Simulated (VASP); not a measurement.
# TiC3 (Pm-3m) in VASP: a series of runs

TiC3 is run at these levels: PBE; tasks: relaxation of cell and atoms, single point.

Everything below comes from runs of VASP 6.6.1. Logs are shortened: lines on timing, memory, paths and dates and some standing lists are left out, and cuts for length are marked.

## Step 1: The cell of the first run

It takes space group Pm-3m (No. 221, cubic). Conventional cell: a = 3.196 Å, b = 3.196 Å, c = 3.196 Å, α = 90.00°, β = 90.00°, γ = 90.00°. Within 3.0 Å of Ti (site symmetry m-3m) lie 12 C at 2.26 Å. Within 3.0 Å of C (site symmetry 4/mmm) lie 4 Ti at 2.26 Å and 8 C at 2.26 Å.

## Step 2: Relaxation of cell and atoms, PBE

The input, INCAR:

```
ALGO = Normal ; EDIFF = 1E-6
EDIFFG = -0.04 ; ENCUT = 600
GGA = PE ; IBRION = 2
ISIF = 3 ; ISMEAR = 0
LASPH = True ; LCHARG = False
LREAL = False ; LWAVE = False
NELM = 60 ; NSW = 90
PREC = Accurate ; SIGMA = 0.1
```

The input, KPOINTS:

```
k-points
0
Gamma
  6 6 6
```

The input, POSCAR:

```
TiC3
1.0
    3.1960731105      0.0000000000      0.0000000000
    0.0000000000      3.1960731105      0.0000000000
    0.0000000000      0.0000000000      3.1960731105
Ti C
1 3
Direct
    0.5000000000      0.5000000000      0.5000000000
    0.5000000000      0.0000000000      0.0000000000
    0.0000000000      0.5000000000      0.0000000000
    0.0000000000      0.0000000000      0.5000000000
```

Potentials or basis: VASP PAW PBE potentials, release 64 (Ti_sv, C).

Started as:

```bash
$ cat potpaw_PBE.64/Ti_sv/POTCAR potpaw_PBE.64/C/POTCAR > POTCAR
$ mpirun -np 1 vasp_std > vasp.out
```

OUTCAR:

```text
EDIFF = 1E-6
   EDIFFG = -0.04
   ENCUT = 600
   GGA = PE
   IBRION = 2
   ISIF = 3
   ISMEAR = 0
   LASPH = True
   LREAL = False
   NELM = 60
   NSW = 90
   PREC = Accurate

 ion  position               nearest neighbor table
   1  0.500  0.500  0.500-   2 2.26   3 2.26   4 2.26   2 2.26   3 2.26   2 2.26   4 2.26   2 2.26
                             3 2.26   4 2.26   3 2.26   4 2.26
   2  0.500  0.000  0.000-   1 2.26   1 2.26   1 2.26   1 2.26
   3  0.000  0.500  0.000-   1 2.26   1 2.26   1 2.26   1 2.26
   4  0.000  0.000  0.500-   1 2.26   1 2.26   1 2.26   1 2.26

  LATTYP: Found a simple cubic cell.
 ALAT       =     3.1960731105

  Lattice vectors:

 A1 = (   3.1960731105,   0.0000000000,   0.0000000000)
 A2 = (   0.0000000000,   3.1960731105,   0.0000000000)
 A3 = (   0.0000000000,   0.0000000000,   3.1960731105)

Analysis of symmetry for initial positions (statically):
=====================================================================
 Subroutine PRICEL returns:
 Original cell was already a primitive cell.

 Routine SETGRP: Setting up the symmetry group for a
 simple cubic supercell.

 Subroutine GETGRP returns: Found 48 space group operations
 (whereof 48 operations were pure point group operations)
 out of a pool of 48 trial point group operations.

The static configuration has the point symmetry O_h .

Analysis of symmetry for dynamics (positions and initial velocities):
=====================================================================
 Subroutine PRICEL returns:
 Original cell was already a primitive cell.

 Routine SETGRP: Setting up the symmetry group for a
 simple cubic supercell.

 Subroutine GETGRP returns: Found 48 space group operations
 (whereof 48 operations were pure point group operations)
 out of a pool of 48 trial point group operations.

The dynamic configuration has the point symmetry O_h .

 Subroutine INISYM returns: Found 48 space group operations
 (whereof 48 operations are pure point group operations),
 and found     1 'primitive' translations

----------------------------------------------------------------------------------------

                                     Primitive cell

  volume of cell :      32.6475

  direct lattice vectors                    reciprocal lattice vectors
     3.196073110  0.000000000  0.000000000     0.312883956  0.000000000  0.000000000
     0.000000000  3.196073110  0.000000000     0.000000000  0.312883956  0.000000000
     0.000000000  0.000000000  3.196073110     0.000000000  0.000000000  0.312883956

  length of vectors
     3.196073110  3.196073110  3.196073110     0.312883956  0.312883956  0.312883956

  position of ions in fractional coordinates (direct lattice)
     0.500000000  0.500000000  0.500000000
     0.500000000  0.000000000  0.000000000
     0.000000000  0.500000000  0.000000000
     0.000000000  0.000000000  0.500000000

  ion indices of the primitive-cell ions
   primitive index   ion index
                 1           1
                 2           2
                 3           3
                 4           4

----------------------------------------------------------------------------------------

 KPOINTS: k-points

Automatic generation of k-mesh.
 Grid dimensions read from file:
 generate k-points for:    6    6    6
[... 59 lines left out ...]
   EDIFF  = 0.1E-05   stopping-criterion for ELM
   LREAL  =      F    real-space projection
   EDIFFG = -.4E-01   stopping-criterion for IOM
   NSW    =     90    number of steps for IOM
   IBRION =      2    ionic relax: 0-MD 1-quasi-New 2-CG
   NFREE  =      1    steps in history (QN), initial steepest desc. (CG)
   ISIF   =      3    stress and relaxation
   ISYM   =      2    0-nonsym 1-usesym 2-fastsym
   POTIM  = 0.5000    time-step for ionic-motion
   TEBEG  =    0.0;   TEEND  =   0.0 temperature during run
   PSTRESS=    0.0 pullay stress
   NELECT =      24.0000    total number of electrons
   NUPDOWN=      -1.0000    fix difference up-down
   EMIN   =  10.00;   EMAX   =-10.00  energy-range for DOS
   EFERMI =   0.00;   METHOD = LEGACY
   ISMEAR =     0;   SIGMA  =   0.10  broadening in eV -4-tet -1-fermi 0-gaus
   EFERMI_NEDOS =   21; number of points for ismear=-14 and -15
   IALGO  =     38    algorithm
   IMIX   =      4    mixing-type and parameters
     AMIX     =   0.40;   BMIX     =  1.00
     AMIX_MAG =   1.60;   BMIX_MAG =  1.00
  volume/ion in A,a.u.               =       8.16        55.08
  Fermi-wavevector in a.u.,A,eV,Ry     =   1.477504  2.792077 29.701747  2.183017
  Thomas-Fermi vector in A             =   2.591900
   LORBIT       =      0    0 simple, 1 ext, 2 COOP (PROOUT), +10 PAW based schemes
   GGA     = PE    functional components
   LHFCALC =     F    Hartree Fock is set to
   AEXX    =    0.0000 exact exchange contribution
   IVDW    =     0    specifies the selected vdW correction
   LEPSILON=     F    determine dielectric tensor
   LRPA    =     F    only Hartree local field effects (RPA)
 conjugate gradient relaxation of ions
 non-spin polarized calculation
 Gauss-broadening in eV      SIGMA  =   0.10
  energy-cutoff  :      600.00
  volume of cell :       32.65
 maximum number of plane-waves:      1108
 NGX is ok and might be reduce to    28
   NGX = 13   NGY = 13   NGZ = 13

--------------------------------------- Ionic step        1  -------------------------------------------

 number of electron      24.0000003 magnetization

 Free energy of the ion-electron system (eV)
  ---------------------------------------------------
  ext. energy  EPLUGINS =         0.00000000
  ---------------------------------------------------
  free energy    TOTEN  =       -27.97109899 eV

  energy without entropy =      -27.96431542  energy(sigma->0) =      -27.96770721

------------------------ aborting loop because EDIFF is reached ----------------------------------------

  FORCE on cell =-STRESS in cart. coord.  units (eV):
  Direction    XX          YY          ZZ          XY          YZ          ZX
  --------------------------------------------------------------------------------------
  -------------------------------------------------------------------------------------
  Total        0.1721737      0.1721737      0.1721737     -0.0000000     -0.0000000     -0.0000000
  in kB        8.4494292      8.4494292      8.4494292     -0.0000000     -0.0000000     -0.0000000
  external PRESSURE =       8.4494292 kB  Pullay stress =       0.0000000 kB

 VOLUME and BASIS-vectors are now :
 -----------------------------------------------------------------------------
  energy-cutoff  :      600.00
  volume of cell :       32.65
      direct lattice vectors                 reciprocal lattice vectors
     3.196073110  0.000000000  0.000000000     0.312883956  0.000000000  0.000000000
     0.000000000  3.196073110  0.000000000     0.000000000  0.312883956  0.000000000
     0.000000000  0.000000000  3.196073110     0.000000000  0.000000000  0.312883956

 POSITION                                       TOTAL-FORCE (eV/Angst)
 -----------------------------------------------------------------------------------
      1.59804      1.59804      1.59804         0.000000      0.000000      0.000000
      1.59804      0.00000      0.00000         0.000000      0.000000      0.000000
      0.00000      1.59804      0.00000         0.000000      0.000000      0.000000
      0.00000      0.00000      1.59804         0.000000      0.000000      0.000000
 -----------------------------------------------------------------------------------
    total drift:                                0.000000      0.000000      0.000000

  FREE ENERGIE OF THE ION-ELECTRON SYSTEM (eV)
  ---------------------------------------------------
  free  energy   TOTEN  =       -27.9710989912 eV

  energy  without entropy=      -27.9643154244  energy(sigma->0) =      -27.96770721

--------------------------------------- Ionic step        2  -------------------------------------------

 number of electron      24.0000003 magnetization

 Free energy of the ion-electron system (eV)
  ---------------------------------------------------
  ext. energy  EPLUGINS =         0.00000000
  ---------------------------------------------------
  free energy    TOTEN  =       -27.97127869 eV

  energy without entropy =      -27.96398332  energy(sigma->0) =      -27.96763101

 E-fermi :  10.0636     XC(G=0): -13.0504

 val. band max:        9.9750342083   @ k =   0.3333   0.1667   0.1667
 cond. band min:      10.1221517351   @ k =   0.5000   0.0000   0.0000
 fundamental gap:      0.1471175268
 Fermi energy:        10.0636499760

 k-point     1 :       0.0000    0.0000    0.0000
  band No.  band energies     occupation
      1     -47.4657      2.00000
      2     -23.6913      2.00000
      3     -23.6913      2.00000
      4     -23.6913      2.00000
      5      -6.6564      2.00000
      6       2.3721      2.00000
[... 357 lines left out ...]
      3     -23.8330      2.00000
      4     -23.8330      2.00000
      5      -0.7021      2.00000
      6      -0.7021      2.00000
[... 8 lines left out ...]
     15      13.4249      0.00000
     16      13.4249      0.00000

------------------------ aborting loop because EDIFF is reached ----------------------------------------

  FORCE on cell =-STRESS in cart. coord.  units (eV):
  Direction    XX          YY          ZZ          XY          YZ          ZX
  --------------------------------------------------------------------------------------
  -------------------------------------------------------------------------------------
  Total       -0.1035284     -0.1035284     -0.1035284     -0.0000000     -0.0000000     -0.0000000
  in kB       -5.0491378     -5.0491378     -5.0491378     -0.0000000     -0.0000000     -0.0000000
  external PRESSURE =      -5.0491378 kB  Pullay stress =       0.0000000 kB

 VOLUME and BASIS-vectors are now :
 -----------------------------------------------------------------------------
  energy-cutoff  :      600.00
  volume of cell :       32.85
      direct lattice vectors                 reciprocal lattice vectors
     3.202709851 -0.000000000 -0.000000000     0.312235590  0.000000000  0.000000000
    -0.000000000  3.202709851  0.000000000     0.000000000  0.312235590  0.000000000
    -0.000000000 -0.000000000  3.202709851     0.000000000  0.000000000  0.312235590

 POSITION                                       TOTAL-FORCE (eV/Angst)
 -----------------------------------------------------------------------------------
      1.60135      1.60135      1.60135        -0.000000     -0.000000      0.000000
      1.60135     -0.00000     -0.00000         0.000000      0.000000      0.000000
     -0.00000      1.60135      0.00000         0.000000      0.000000      0.000000
     -0.00000     -0.00000      1.60135         0.000000      0.000000      0.000000
 -----------------------------------------------------------------------------------
    total drift:                                0.000000      0.000000      0.000000

  FREE ENERGIE OF THE ION-ELECTRON SYSTEM (eV)
  ---------------------------------------------------
  free  energy   TOTEN  =       -27.9712786931 eV

  energy  without entropy=      -27.9639833184  energy(sigma->0) =      -27.96763101

 reached required accuracy - stopping structural energy minimisation
```

It took 13 s on 1 thread of Intel Xeon 6975P-C (Granite Rapids), shared host; peak memory 0.16 GiB.

Results:

- Free energy: -27.9713 eV
- Relaxed volume: 8.21 Å³/atom
- Relaxed cell: a = 3.203 Å, b = 3.203 Å, c = 3.203 Å, α = 90.00°, β = 90.00°, γ = 90.00°
- Space group after relaxing (to 0.05 Å): Pm-3m (No. 221)
- Energy gained by relaxing: 0.0 meV/atom
- Ionic steps: 2
- Pressure after relaxing: -0.5 GPa
- Band gap on the k mesh: zero (band 12 reaches 12.03 eV, above the bottom of band 13 at 8.92 eV)

The path:
| step | energy change (eV) | largest force (eV/Å) | pressure (GPa) | volume (Å³) |
| --- | --- | --- | --- | --- |
| 1 | 0.0000 | 0.0000 | 0.84 | 32.65 |
| 2 | -0.0002 | 0.0000 | -0.50 | 32.85 |

Final structure:
```cif
data_structure
_symmetry_space_group_name_H-M 'P 1'
_symmetry_Int_Tables_number 1
_cell_length_a 3.2027
_cell_length_b 3.2027
_cell_length_c 3.2027
_cell_angle_alpha 90.000
_cell_angle_beta 90.000
_cell_angle_gamma 90.000
_cell_volume 32.85
loop_
_atom_site_label
_atom_site_type_symbol
_atom_site_fract_x
_atom_site_fract_y
_atom_site_fract_z
_atom_site_occupancy
Ti1 Ti 0.50000 0.50000 0.50000 1
C1 C 0.50000 0.00000 0.00000 1
C2 C 0.00000 0.50000 0.00000 1
C3 C 0.00000 0.00000 0.50000 1
```

Levels at points of the mesh, in eV from the Fermi level:
| k point | band 8 | band 9 | band 10 | band 11 | band 12 | band 13 | band 14 | band 15 | band 16 |
| --- | --- | --- | --- | --- | --- | --- | --- | --- | --- |
| (0.00, 0.00, 0.00) | -5.15 | -5.15 | -5.15 | 0.83 | 0.83 | 0.83 | 1.00 | 1.00 | 1.00 |
| (0.50, 0.00, 0.00) | -5.30 | -5.30 | -4.47 | -1.19 | -1.19 | 0.06 | 0.92 | 1.02 | 2.28 |
| (0.50, 0.50, 0.00) | -7.84 | -3.69 | -3.69 | -1.42 | -0.78 | 0.29 | 0.29 | 1.04 | 2.22 |
| (0.50, 0.50, 0.50) | -8.22 | -5.97 | -5.97 | -5.97 | 1.97 | 1.97 | 3.36 | 3.36 | 3.36 |

## Step 3: Single point, PBE, collinear spin, ferromagnetic start

The input, INCAR:

```
PREC = Accurate ; ENCUT = 520
EDIFF = 1E-6 ; ISMEAR = 0
SIGMA = 0.1 ; LREAL = False
LASPH = True ; NELM = 150
ALGO = Normal ; ISIF = 2
LWAVE = False ; LCHARG = False
ISPIN = 2 ; MAGMOM = 1 0 0 0
LORBIT = 11 ; LMAXMIX = 4
GGA = PE ; NBANDS = 24
```

The input, KPOINTS:

```
regular mesh
0
Gamma
  6 6 6
```

The input, POSCAR:

```
TiC3
1.0
    3.1981447539      0.0000000000      0.0000000000
    0.0000000000      3.1981447539      0.0000000000
    0.0000000000      0.0000000000      3.1981447539
Ti C
1 3
Direct
    0.5000000000      0.5000000000      0.5000000000
    0.5000000000      0.0000000000      0.0000000000
    0.0000000000      0.5000000000      0.0000000000
    0.0000000000      0.0000000000      0.5000000000
```

Potentials or basis: VASP PAW PBE potentials, release 64 (Ti_sv, C).

Started as:

```bash
$ cat potpaw_PBE.64/Ti_sv/POTCAR potpaw_PBE.64/C/POTCAR > POTCAR
$ mpirun -np 1 vasp_std > vasp.out
```

It took 12 s on 1 thread of Intel Xeon 6975P-C (Granite Rapids), shared host; peak memory 0.16 GiB.

Results (log left out):

* Free energy: -27.9705 eV
* Pressure: 0.5 GPa
* Band gap on the k mesh: zero (filled and empty bands overlap)
* Net moment: 0.00 μB per cell
* Valence electrons inside the program's atomic spheres: Ti 10.41; C 2.20

Levels at points of the mesh, in eV from the Fermi level:
Spin up:
```
           k point  band 10  band 11  band 12  band 13  band 14  band 15
(0.00, 0.00, 0.00)    -5.18     0.83     0.83     0.83     1.00     1.00
(0.50, 0.00, 0.00)    -4.49    -1.20    -1.20     0.07     0.92     1.02
(0.50, 0.50, 0.00)    -3.71    -1.42    -0.79     0.29     0.29     1.04
(0.50, 0.50, 0.50)    -5.99    -5.99     1.97     1.97     3.38     3.38
```
Spin down:
| k point | band 10 | band 11 | band 12 | band 13 | band 14 | band 15 |
| --- | --- | --- | --- | --- | --- | --- |
| (0.00, 0.00, 0.00) | -5.18 | 0.83 | 0.83 | 0.83 | 1.00 | 1.00 |
| (0.50, 0.00, 0.00) | -4.49 | -1.20 | -1.20 | 0.07 | 0.92 | 1.02 |
| (0.50, 0.50, 0.00) | -3.71 | -1.42 | -0.79 | 0.29 | 0.29 | 1.04 |
| (0.50, 0.50, 0.50) | -5.99 | -5.99 | 1.97 | 1.97 | 3.38 | 3.38 |

[end of part 1 of 2]
